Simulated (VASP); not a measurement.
Here is a VASP 6.6.1 calculation.

Contents of INCAR:

```
SYSTEM = CdSiN2
PREC = Accurate ; ENCUT = 600
EDIFF = 1E-6 ; ISMEAR = -1
SIGMA = 0.02 ; LREAL = .False.
LASPH = .True. ; NELM = 100
ALGO = Normal ; ISIF = 3
LWAVE = .False. ; LCHARG = .False.
GGA = PE ; IBRION = 2
NSW = 80 ; EDIFFG = -0.005
```

The input KPOINTS:

```
regular mesh
0
Gamma
  8 8 6
  0 0 0
```

POSCAR

```
CdSiN2
1.0
    3.0585145425      0.0000000000      0.0000000000
    0.0000000000      3.0585145425      0.0000000000
    0.0000000000      0.0000000000      4.3253927467
Cd N Si
1 2 1
Direct
    0.0000000000      0.0000000000      0.0000000000
    0.0000000000      0.5000000000      0.2500000000
    0.5000000000      0.0000000000      0.7500000000
    0.5000000000      0.5000000000      0.5000000000
```

Potentials or basis: VASP PAW PBE potentials, release 64 (Cd, N, Si).

The run is started by

```console
$ cat potpaw_PBE.64/Cd/POTCAR potpaw_PBE.64/N/POTCAR potpaw_PBE.64/Si/POTCAR > POTCAR
$ mpirun -np 1 vasp_std > vasp.out
```

**Question.** Predict the relaxed volume.

**Answer.** 12.08 Å³/atom.

**Question.** Estimate the space group after relaxing (to 0.05 Å).

**Answer.** P-4m2 (No. 115).

**Question.** Estimate the relaxed cell.

**Answer.** a = 3.066 Å, b = 3.066 Å, c = 5.142 Å, α = 90.00°, β = 90.00°, γ = 90.00°.

**Question.** Predict the band gap on the k mesh.

**Answer.** 1.04 eV, indirect (least direct gap 1.07 eV).

Final structure:
```xyz
4
Lattice="3.0658 0.0000 0.0000 0.0000 3.0658 0.0000 0.0000 0.0000 5.1421" Properties=species:S:1:pos:R:3 pbc="T T T"
Cd    0.0000    0.0000    0.0000
N     0.0000    1.5329    1.6494
N     1.5329    0.0000    3.4928
Si    1.5329    1.5329    2.5711
```

Caveat: the volume moved by over 15 % at a fixed basis, so the end points are rough. Expect the measured gap to be larger: semilocal functionals such as PBE lack the derivative discontinuity.
